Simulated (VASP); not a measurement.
# TiSi2 (P1) in VASP: notebook, part 2 of 2

VASP 6.6.1.

## 4. Single point, PBEsol

Contents of INCAR:

```
SYSTEM = TiSi2
PREC = Accurate
ENCUT = 520
EDIFF = 1E-6
ISMEAR = -1
SIGMA = 0.05
LREAL = Auto
LASPH = .True.
NELM = 80
ALGO = Normal
ISIF = 2
LWAVE = .False.
LCHARG = .False.
GGA = PS
NBANDS = 144
```

Contents of KPOINTS:

```
Automatic mesh
0
Gamma
  2 2 2
  0.5 0.5 0.5
```

Contents of POSCAR:

```
TiSi2
1.0
   -3.5170495929      0.0000000000     -7.1112303616
    5.2755743893      6.6741239618      0.0000000000
    5.2755743893     -6.6741239618      0.0000000000
Ti Si
12 24
Direct
    0.1230027654      0.8270575537      0.6112807704
    0.6391375007      0.6677560919      0.4606433670
    0.1325022467      0.1685417317      0.9440157909
    0.6277487542      1.0020920355      0.7799187573
    0.1318392110      0.5001967458      0.2752738933
    0.6360198967      0.3485104014      0.1240196654
    0.3721520560      0.7150129644      0.9001046718
    0.8688029618      0.5372906580      0.7252107516
    0.3586380795      0.0376455870      0.2289632801
    0.8688735543      0.8807841762      0.0647233671
    0.3804267141      0.3723972154      0.5703893426
    0.8761991502      0.2085251019      0.4066914841
    0.1225834287      0.1751853251      0.2748581816
    0.6106601501      1.0052594382      0.1156598392
    0.1242865095      0.4927277715      0.6183430589
    0.6314651293      0.3292183631      0.4540324967
    0.1318250081      0.8424667061      0.9289866754
    0.6292316199      0.6750064418      0.7844423774
    0.3896384815      0.3705693607      0.2387210455
    0.8938394169      0.2169094834      0.0787697057
    0.3655944004      0.6913371462      0.5615265516
    0.8808122760      0.5317398812      0.4022100725
    0.3873719258      0.0602285262      0.9004961077
    0.8730390782      0.8961604980      0.7319482349
    0.1339571286      0.4839227821      0.9557518967
    0.6369104599      0.3245398477      0.8041106526
    0.1227614570      0.8179760892      0.3090011257
    0.6309373726      0.6471458530      0.1362731123
    0.1189048810      0.1525992215      0.6211630387
    0.6224685146      0.9537212253      0.4604422544
    0.3811344679      0.0629393681      0.5475234152
    0.8814414217      0.8841369357      0.3900458731
    0.3833046971      0.4210559819      0.8902153828
    0.8684175151      0.2370177891      0.7327352824
    0.3638404142      0.7201102354      0.2168248575
    0.8919491674      0.5772723870      0.0461381108
```

Launch:

```sh
$ cat potpaw_PBE.64/Ti_sv/POTCAR potpaw_PBE.64/Si/POTCAR > POTCAR
$ mpirun -np 1 vasp_std > vasp.out
```

It took 21 min on 1 thread of Oxide Virtual Turin-like, shared host; peak memory 0.57 GiB.

Results (log left out):

```yaml
Free_energy: -260.0276 eV
Pressure: 1.3 GPa
Largest_force: 2.029 eV/Å
Band_gap_on_the_k_mesh: zero (bands 120 and 121 overlap by 0.13 eV)
```

Forces on the atoms (eV/Å):
```
Ti   0.359 -0.285 -0.538
Ti  -1.065 -0.094  1.062
Ti   0.540  0.059 -0.134
Ti   0.337 -0.558  0.413
Ti   0.048 -0.566  0.327
Ti  -1.746 -0.199  0.141
Ti  -0.011  0.256 -0.578
Ti   1.255  0.297 -1.039
Ti   0.207 -0.043 -1.085
Ti   0.374 -0.159 -0.737
Ti   0.386  0.906  0.087
Ti  -0.444  0.331  0.530
Si  -0.299 -0.443 -0.668
Si  -0.419  0.452 -1.227
Si  -0.285  0.571 -0.213
Si  -0.624  0.484  0.754
Si   0.683  0.099  1.092
Si  -0.501  0.595  0.154
Si   0.780 -0.280  0.694
Si  -0.172  0.009  2.021
Si   0.908 -0.301 -0.898
Si   0.768 -0.345 -0.252
Si  -0.205 -0.259  0.484
Si  -0.724 -1.109 -0.608
Si   0.495 -0.505  0.659
Si   0.387 -0.389  1.034
Si  -0.882  0.419 -0.400
Si   0.447  0.383 -0.082
Si   0.198 -1.067 -0.628
Si   1.306  1.217 -0.126
Si   0.365 -0.269  0.037
Si   0.633  1.067  0.528
Si  -1.644 -0.902 -0.044
Si  -1.660  0.374 -0.539
Si   0.049  0.670 -0.720
Si   0.154 -0.417  0.498
```

Stress tensor (GPa, compression positive):
```
 2.38 -0.09 -0.06
-0.09 -0.37  0.16
-0.06  0.16  1.86
```

Levels at points of the mesh, in eV from the Fermi level:
| k point | band 116 | band 117 | band 118 | band 119 | band 120 | band 121 | band 122 | band 123 | band 124 | band 125 |
| --- | --- | --- | --- | --- | --- | --- | --- | --- | --- | --- |
| (0.25, 0.25, 0.25) | -1.08 | -0.98 | -0.78 | -0.30 | -0.24 | -0.04 | 0.19 | 0.26 | 0.35 | 0.59 |

Caveat: the k points lie up to 0.44 Å⁻¹ apart; the atoms stand as in a frame of molecular dynamics; the PAW data sets were made with another functional, which shifts forces and pressure a little.

## 5. Single point, PBEsol

Contents of INCAR:

```
PREC = Accurate
ENCUT = 520
EDIFF = 1E-6
ISMEAR = -1
SIGMA = 0.0948
LREAL = Auto
LASPH = True
NELM = 80
ALGO = Normal
ISIF = 2
LWAVE = False
LCHARG = False
GGA = PS
NBANDS = 144
```

KPOINTS is that of step 4.

Contents of POSCAR:

```
TiSi2
1.0
   -3.5518741309      0.0000000000     -7.1816431623
    5.3278111963      6.7402086948      0.0000000000
    5.3278111963     -6.7402086948      0.0000000000
Ti Si
12 24
Direct
    0.0718498522      0.8334998828      0.6275227294
    0.5781759002      0.6697778495      0.4528777406
    0.0982360142      0.1745139670      0.9611409455
    0.5820605265      0.9887430421      0.7899943000
    0.0803224258      0.4948009824      0.2897732062
    0.5774966684      0.3342920865      0.1174096328
    0.3474213273      0.7165813277      0.8894301299
    0.8385383211      0.5393635275      0.7581117988
    0.3294510666      0.0337708312      0.2425587283
    0.8235456519      0.8597473960      0.0458172569
    0.3153299250      0.3552312018      0.5475363750
    0.8472148870      0.2126767348      0.4174748446
    0.0842488253      0.1433973449      0.2949352343
    0.5866998547      0.9885403791      0.1097466699
    0.1000801605      0.5125412773      0.6233997142
    0.5943092554      0.3179056315      0.4523441988
    0.1030073457      0.8491028587      0.9391166888
    0.5664568551      0.6788687450      0.7524029666
    0.3175114592      0.3731396124      0.2329015214
    0.8172658913      0.2062357215      0.0732281188
    0.3149979676      0.7094454101      0.5481772581
    0.8463139789      0.5545939964      0.4100238437
    0.3467892993      0.0436723603      0.8972842083
    0.8427596392      0.8500236030      0.7544141005
    0.1043264032      0.4799250702      0.9577948434
    0.6169489210      0.2987845488      0.8417509710
    0.0914246204      0.8100176687      0.3162477944
    0.5810707808      0.6210424613      0.0988620423
    0.0677903356      0.1196260199      0.6379099720
    0.5977148827      0.9967781221      0.4884483129
    0.3251821272      0.0570633635      0.5725893891
    0.8127747186      0.8975071976      0.3985572166
    0.3197368552      0.3351047929      0.8523338815
    0.8573688306      0.2109999519      0.7509149849
    0.3323278456      0.7180550957      0.2294442604
    0.8299959863      0.5538914543      0.0362580756
```

Launch:

```sh
$ cat potpaw_PBE.64/Ti_sv/POTCAR potpaw_PBE.64/Si/POTCAR > POTCAR
$ mpirun -np 1 vasp_std > vasp.out
```

It took 11 min on 1 thread of Oxide Virtual Turin-like, shared host; peak memory 0.58 GiB.

It converged, with:

```
Free energy            : -256.3850 eV
Pressure               : 0.4 GPa
Largest force          : 3.084 eV/Å
Band gap on the k mesh : zero (bands 120 and 121 overlap by 0.07 eV)
```

Forces in eV/Å, atoms in the order of the input:
```
Ti  -1.864  0.040 -0.989
Ti  -1.160 -0.383 -0.376
Ti  -1.185 -1.728  0.836
Ti  -0.933  0.561 -0.576
Ti  -1.067  0.525  0.641
Ti   0.345 -1.577 -0.288
Ti   0.989 -1.538  0.956
Ti  -1.847  1.411  0.237
Ti  -0.275  0.127 -0.736
Ti   1.345 -0.930 -0.901
Ti   1.628 -0.850 -1.676
Ti  -0.263  0.010  0.479
Si  -0.704  1.241  1.288
Si   0.986 -0.064  0.050
Si  -0.576  0.039  1.242
Si   1.014  0.930  0.531
Si   0.281 -1.495 -0.050
Si  -1.314 -1.338 -0.260
Si   0.436 -1.121 -1.485
Si  -0.235 -0.930 -1.722
Si   0.900 -0.513 -0.973
Si  -0.040 -0.926  1.512
Si   0.910 -0.967  0.545
Si   0.857  1.366  1.221
Si   0.641 -0.368 -0.238
Si  -1.306  2.115  1.182
Si  -0.282  0.524  0.754
Si   1.650  0.025  0.546
Si  -0.145  1.330  0.198
Si  -0.152 -0.112  1.092
Si  -0.785  0.743 -0.704
Si  -1.865  0.374 -0.350
Si   2.144  1.518 -1.614
Si   0.426  1.847  1.444
Si  -0.249  1.107 -0.204
Si   1.697 -0.991 -1.611
```

Stress tensor (GPa, compression positive):
```
 1.59 -0.81 -0.17
-0.81 -0.73  0.29
-0.17  0.29  0.23
```

Levels at points of the mesh, in eV from the Fermi level:
```
           k point  band 118  band 119  band 120  band 121  band 122  band 123
(0.25, 0.25, 0.25)     -0.65     -0.33     -0.14     -0.08      0.22      0.28
```

Caveat: the k points lie up to 0.44 Å⁻¹ apart; the atoms stand as in a frame of molecular dynamics; the PAW data sets were made with another functional, which shifts forces and pressure a little.

## 6. Overview

```csv
cell,smearing,gap on the mesh (eV),pressure (GPa),largest force (eV/Å)
"a = 7.933, b = 8.507, c = 8.507 Å, angles 103.4, 106.0, 106.0°, 36 atoms, atomic positions A",fermi-dirac 0.05 eV,none,1.3,3.61
"a = 7.933, b = 8.507, c = 8.507 Å, angles 103.4, 106.0, 106.0°, 36 atoms, atomic positions B",fermi-dirac 0.05 eV,none,1.3,1.80
"a = 7.933, b = 8.507, c = 8.507 Å, angles 103.4, 106.0, 106.0°, 36 atoms, atomic positions C",fermi-dirac 0.05 eV,none,1.3,2.03
"a = 8.012, b = 8.592, c = 8.592 Å, angles 103.4, 106.0, 106.0°, 36 atoms, atomic positions D",fermi-dirac 0.0948 eV,none,0.4,3.08
```

Alike in all rows: task single point; level PBEsol; potentials or basis VASP PAW PBE potentials, release 64 (Ti_sv, Si); no spin polarisation; k mesh 2 × 2 × 2, shifted; cutoff (eV) 520.

Caveats: all runs use coarse meshes; the atoms stand as in a frame of molecular dynamics; the PAW data sets were made with another functional, which shifts forces and pressure a little.

Absolute energies hang on the potentials; compare differences alone.
